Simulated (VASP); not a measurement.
Input of a VASP 6.6.1 run:

INCAR

```
ALGO = Normal ; EDIFF = 1E-8
ENCUT = 520 ; GGA = PE
IBRION = 8 ; ISIF = 2
ISMEAR = 0 ; LASPH = T
LCHARG = F ; LEPSILON = T
LREAL = F ; LWAVE = F
NBANDS = 16 ; NELM = 60
NSW = 1 ; PREC = Accurate
SIGMA = 0.01
```

Contents of KPOINTS:

```
k-points
0
Gamma
  6 6 6
```

Contents of POSCAR:

```
ZnS
1.0
    0.0000000000      2.7220000000      2.7220000000
    2.7220000000      0.0000000000      2.7220000000
    2.7220000000      2.7220000000      0.0000000000
Zn S
1 1
Direct
    0.0000000000      0.0000000000      0.0000000000
    0.2500000000      0.2500000000      0.2500000000
```

Potentials or basis: VASP PAW PBE potentials, release 64 (Zn, S).

Run with:

```bash
$ cat potpaw_PBE.64/Zn/POTCAR potpaw_PBE.64/S/POTCAR > POTCAR
$ mpirun -np 1 vasp_std > vasp.out
```

Task: Estimate the electronic dielectric tensor (diagonal).

Result: 6.35.

Task: Estimate the Born charges (mean of the diagonal).

Result: Zn +2.09; S -2.09 e.

Task: Predict the highest phonon frequency at Γ, LO-TO splitting left out.

Result: 261 cm⁻¹.

Electronic dielectric tensor:
```
6.35 0.00 0.00
0.00 6.35 0.00
0.00 0.00 6.35
```
